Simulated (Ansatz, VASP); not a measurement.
# Zn: VASP beside Ansatz

The input INCAR:

```
PREC     = Accurate       # precision mode
ENCUT    = 520            # plane-wave cutoff, eV
EDIFF    = 1E-6           # SCF threshold, eV
ISMEAR   = -1             # smearing method
SIGMA    = 0.1            # smearing width, eV
LREAL    = False          # projectors in reciprocal space
LASPH    = True           # aspherical terms in the spheres
NELM     = 100            # most SCF steps
ALGO     = Normal         # electronic algorithm
ISIF     = 2              # what is computed and relaxed
LWAVE    = False          # write WAVECAR
LCHARG   = False          # write CHGCAR
GGA      = PE             # functional
NBANDS   = 25             # bands
```

KPOINTS

```
Automatic mesh
0
Gamma
  11 11 15
```

File POSCAR:

```
Zn
1.0
    4.6004006540      0.0000000000      0.0000000000
   -2.3002003270      3.9840638340      0.0000000000
    0.0000000000      0.0000000000      2.7562819030
Zn
3
Direct
    0.0000000000      1.0000000000      0.0000000000
    0.3333333333      0.6666666667      0.5000000000
    0.6666666667      0.3333333333      0.5000000000
```

Input for Ansatz:

```yaml
crystal:
  lattice:
    - [4.600400654, 0.0, 0.0]
    - [-2.300200327, 3.984063834, 0.0]
    - [0.0, 0.0, 2.756281903]
  atoms:
    - { symbol: Zn, position: [0.0, 1.0, 0.0] }
    - { symbol: Zn, position: [0.3333333333, 0.6666666667, 0.5] }
    - { symbol: Zn, position: [0.6666666667, 0.3333333333, 0.5] }
hamiltonian:
  xc: pbe
  pseudopotentials:
    kind: paw
    azcp:
      Zn: "pseudopotentials/Zn.paw.azcp"
basis:
  ecutwfc: 420
  fft_grid_basis: typed
kpoints:
  mp_grid: { grid: [11, 11, 15], shift: [0, 0, 0] }
magnetization:
  spin_polarized: false
scf:
  occupations: { method: fermi_dirac, width: 0.1 }
output:
  stress: true
```

Alike in both runs: task single point; functional PBE; k mesh 11 × 11 × 15; occupations fermi-dirac, width 0.1 eV; no spin polarisation.

|  | VASP | Ansatz |
| --- | --- | --- |
| version | VASP 6.6.1 | Ansatz 0.2.0 |
| potentials or method | VASP PAW PBE potentials, release 64 (Zn), cutoff 520 eV | plane waves (420 eV) with PAW, scalar-relativistic |
| valence electrons in the cell | 36 | 36 |

VASP gave:

```
pressure (GPa)                                                : -3.6
traceless stress, the component that is largest in VASP (GPa) : -0.23
```

Problem. Estimate Ansatz's values.

Solution. Pressure (GPa): -3.9; traceless stress, the component that is largest in VASP (GPa): -0.24.

With one functional, cell and mesh, what is left measures potentials, basis and numerics.
